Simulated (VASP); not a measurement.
# Se (P3_121) in VASP: phonons with PBE+D3(BJ)

Aim: the phonons of Se with PBE+D3(BJ).

Everything below comes from runs of VASP 6.6.1. Logs are shortened: lines on timing, memory, paths and dates and some standing lists are left out, and cuts for length are marked.

## (1) The cell of the first run

The structure is trigonal, space group P3_121 (No. 152). The conventional cell has a = 4.067 Å, b = 4.067 Å, c = 5.130 Å, α = 90.00°, β = 90.00°, γ = 120.00°. Within 3.2 Å of Se (site symmetry 2) lie 6 Se at 2.44 to 3.20 Å.

## (2) Phonons, PBE+D3(BJ)

INCAR reads:

```
PREC = Accurate ; ENCUT = 520
EDIFF = 1E-8 ; ISMEAR = 0
SIGMA = 0.01 ; LREAL = False
LASPH = True ; NELM = 80
ALGO = Normal ; ISIF = 2
LWAVE = False ; LCHARG = True
GGA = PE ; IVDW = 12
NBANDS = 16 ; IBRION = 6
NFREE = 2 ; POTIM = 0.015
NSW = 1
```

KPOINTS reads:

```
Automatic mesh
0
Gamma
  12 12 8
```

POSCAR reads:

```
Se
1.0
    4.0672740830      0.0000000000      0.0000000000
   -2.0336370415      3.5223626800      0.0000000000
    0.0000000000      0.0000000000      5.1295445751
Se
3
Direct
    0.2472867246      0.0000000000      0.3333333333
    0.0000000000      0.2472867246      0.6666666667
    0.7527132754      0.7527132754      0.0000000000
```

Potentials or basis: VASP PAW PBE potentials, release 64 (Se).

Command:

```
$ cat potpaw_PBE.64/Se/POTCAR > POTCAR
$ mpirun -np 1 vasp_std > vasp.out
```

OUTCAR:

```text
PREC = Accurate
   ENCUT = 520
   EDIFF = 1E-8
   ISMEAR = 0
   LREAL = False
   LASPH = True
   NELM = 80
   ISIF = 2
   GGA = PE
   IVDW = 12
   IBRION = 6
   NFREE = 2
   POTIM = 0.015
   NSW = 1
 IVDW          = 12

 ion  position               nearest neighbor table
   1  0.247  0.000  0.333-   3 2.44   2 2.44
   2  0.000  0.247  0.667-   3 2.44   1 2.44
   3  0.753  0.753  0.000-   2 2.44   1 2.44

  LATTYP: Found a hexagonal cell.
 ALAT       =     4.0672740830
 C/A-ratio  =     1.2611750451

  Lattice vectors:

 A1 = (   4.0672740830,   0.0000000000,   0.0000000000)
 A2 = (  -2.0336370415,   3.5223626800,   0.0000000000)
 A3 = (   0.0000000000,   0.0000000000,   5.1295445751)

Analysis of symmetry for initial positions (statically):
=====================================================================
 Subroutine PRICEL returns:
 Original cell was already a primitive cell.

 Routine SETGRP: Setting up the symmetry group for a
 hexagonal supercell.

 Subroutine GETGRP returns: Found  6 space group operations
 (whereof  2 operations were pure point group operations)
 out of a pool of 24 trial point group operations.

The static configuration has the point symmetry C_2 .
 The point group associated with its full space group is D_3 .

Analysis of symmetry for dynamics (positions and initial velocities):
=====================================================================
 Subroutine PRICEL returns:
 Original cell was already a primitive cell.

 Routine SETGRP: Setting up the symmetry group for a
 hexagonal supercell.

 Subroutine GETGRP returns: Found  6 space group operations
 (whereof  2 operations were pure point group operations)
 out of a pool of 24 trial point group operations.

The dynamic configuration has the point symmetry C_2 .
 The point group associated with its full space group is D_3 .

 Subroutine INISYM returns: Found  6 space group operations
 (whereof  2 operations are pure point group operations),
 and found     1 'primitive' translations

----------------------------------------------------------------------------------------

[... 129 lines left out ...]
  volume of cell :       73.49
 maximum number of plane-waves:      2000
   NGX = 15   NGY = 15   NGZ = 19

--------------------------------------- Ionic step        1  -------------------------------------------

 number of electron      17.9999998 magnetization

 Free energy of the ion-electron system (eV)
  ---------------------------------------------------
  ext. energy  EPLUGINS =         0.00000000
  ---------------------------------------------------
  free energy    TOTEN  =       -10.42358963 eV

  energy without entropy =      -10.42358963  energy(sigma->0) =      -10.42358963

------------------------ aborting loop because EDIFF is reached ----------------------------------------

 Edisp (eV)   -1.06860

 E8    (eV) :    -0.4415
[... 237 lines left out ...]
--------------------------------------- Ionic step        7  -------------------------------------------

 number of electron      17.9999998 magnetization

 Free energy of the ion-electron system (eV)
  ---------------------------------------------------
  ext. energy  EPLUGINS =         0.00000000
  ---------------------------------------------------
  free energy    TOTEN  =       -10.42272931 eV

  energy without entropy =      -10.42272931  energy(sigma->0) =      -10.42272931

 E-fermi :   3.8218     XC(G=0):  -9.4323

 val. band max:        3.7106530638   @ k =  -0.5833   0.4167   0.5000
 cond. band min:       4.1963557627   @ k =   0.3333   0.3333   0.5000
 fundamental gap:      0.4857026989
 Fermi energy:         3.8217716862

 k-point     1 :       0.0000    0.0000    0.0000
  band No.  band energies     occupation
      1     -12.2746      2.00000
      2      -8.2592      2.00000
      3      -8.2042      2.00000
      4       0.0404      2.00000
      5       0.2410      2.00000
      6       0.2462      2.00000
[... 433 lines left out ...]
      3      -7.4790      2.00000
      4      -0.9067      2.00000
      5      -0.6261      2.00000
      6       0.2648      2.00000
[... 8 lines left out ...]
     15      11.4905      0.00000
     16      12.2389      0.00000

 [... further k-points ...]

------------------------ aborting loop because EDIFF is reached ----------------------------------------

 Edisp (eV)   -1.06860

 E8    (eV) :    -0.4415
[... 26 lines left out ...]
  FREE ENERGIE OF THE ION-ELECTRON SYSTEM (eV)
  ---------------------------------------------------
  free  energy   TOTEN  =       -11.4913302513 eV

  energy  without entropy=      -11.4913302513  energy(sigma->0) =      -11.49133025

 INTERNAL STRAIN TENSORS FROM DISPLACED ATOMS
 ============================================

 INTERNAL STRAIN TENSOR FOR ION    1 for displacements in x,y,z  (eV/Angst):
          X           Y           Z          XY          YZ          ZX
  --------------------------------------------------------------------------------
  x   -10.03065    -3.77591    -8.13436     0.00000    -3.65593     0.00000
  y    -0.00000     0.00000    -0.00000    -3.12706     0.00000    -3.65456
  z     0.00000    -0.00000     0.00000    -3.22397     0.00000    -8.28693

 INTERNAL STRAIN TENSOR FOR ION    3 for displacements in x,y,z  (eV/Angst):
          X           Y           Z          XY          YZ          ZX
  --------------------------------------------------------------------------------
  x     5.01509     1.88819     4.06718     2.70824     1.82694     3.16554
  y     3.27017     8.68666     7.04456     1.56376    -3.16554     1.82831
  z     2.79204    -2.79204     0.00000     1.61199     7.17668     4.14346

 Eigenvectors and eigenvalues of the dynamical matrix
 ----------------------------------------------------

   1 f  =    6.126594 THz    38.494528 2PiTHz  204.361191 cm-1    25.337547 meV
             X         Y         Z           dx          dy          dz
      1.005783  0.000000  1.709848     0.086881   -0.156161   -0.678502
     -0.502891  0.871034  3.419696    -0.178680    0.002879    0.666081
      1.530746  2.651329  0.000000     0.091833    0.153342    0.012421
[... 43 lines left out ...]
   9 f/i=    0.000252 THz     0.001585 2PiTHz    0.008416 cm-1     0.001043 meV
             X         Y         Z           dx          dy          dz
      1.005783  0.000000  1.709848     0.509647   -0.271263   -0.000013
     -0.502891  0.871034  3.419696     0.509661   -0.271241   -0.000014
      1.530746  2.651329  0.000000     0.509673   -0.271264    0.000027

 ELASTIC MODULI CONTR FROM IONIC RELAXATION (kBar)
 Direction    XX          YY          ZZ          XY          YZ          ZX
 --------------------------------------------------------------------------------
 XX        -407.9591   -180.5163   -346.7098     -0.0000   -157.8420     -0.0000
 YY        -180.5163   -407.9591   -346.7098      0.0000    157.8420      0.0000
 ZZ        -346.7098   -346.7098   -408.5392      0.0000     -0.0000      0.0000
 XY          -0.0000      0.0000      0.0000   -113.7214     -0.0000   -157.8421
 YZ        -157.8420    157.8420     -0.0000     -0.0000   -274.9463     -0.0000
 ZX          -0.0000      0.0000      0.0000   -157.8421     -0.0000   -274.9468
 --------------------------------------------------------------------------------
```

OSZICAR:

```text
N       E                     dE             d eps       ncg     rms          rms(c)
DAV:   1     0.797640582208E+02    0.79764E+02   -0.73208E+03  4192   0.946E+02
DAV:   2    -0.567438449354E+01   -0.85438E+02   -0.80910E+02  5656   0.155E+02
DAV:   3    -0.104490893856E+02   -0.47747E+01   -0.47571E+01  5176   0.415E+01
[... 67 lines left out ...]
DAV:   4    -0.104227289751E+02    0.67340E-05   -0.45921E-05 26272   0.409E-02    0.155E-02
DAV:   5    -0.104227291112E+02   -0.13604E-06   -0.57945E-06 23760   0.171E-02    0.466E-03
DAV:   6    -0.104227292435E+02   -0.13234E-06   -0.95975E-07 23968   0.595E-03    0.220E-03
DAV:   7    -0.104227293093E+02   -0.65777E-07   -0.21609E-07 24000   0.277E-03    0.558E-04
DAV:   8    -0.104227293139E+02   -0.46272E-08   -0.21188E-08 20136   0.981E-04
   7 F= -.11491330E+02 E0= -.11491330E+02  d E =-.232890E-58
```

stdout:

```text
POSCAR found type information on POSCAR Se
 POSCAR found :  1 types and       3 ions
 scaLAPACK will be used
 LDA part: xc-table for (Slater+PW92), standard interpolation
 POSCAR, INCAR and KPOINTS ok, starting setup
 FFT: planning ... GRIDC
 FFT: planning ... GRID_SOFT
 FFT: planning ... GRID
 WAVECAR not read
 entering main loop
 Found     3 degrees of freedom:
 Finite differences POTIM= 0.01500 DOF=   3
 bond charge predicted
 Finite differences progress:
 bond charge predicted
 Finite differences progress:
 bond charge predicted
 Finite differences progress:
 bond charge predicted
 Finite differences progress:
 bond charge predicted
 Finite differences progress:
 bond charge predicted
 Finite differences progress:
```

Wall time 49 min (1 thread of Intel Xeon 8259CL, shared host); peak memory 0.93 GiB.

What came out:

```
Highest phonon frequency at Γ : 204 cm⁻¹
Dispersion energy per atom    : -0.356 eV
```

Phonon frequencies in cm⁻¹ (negative: imaginary):
| q point | frequencies |
| --- | --- |
| (0.000, 0.000, 0.000) | 0 0 0 125 138 138 191 204 204 |
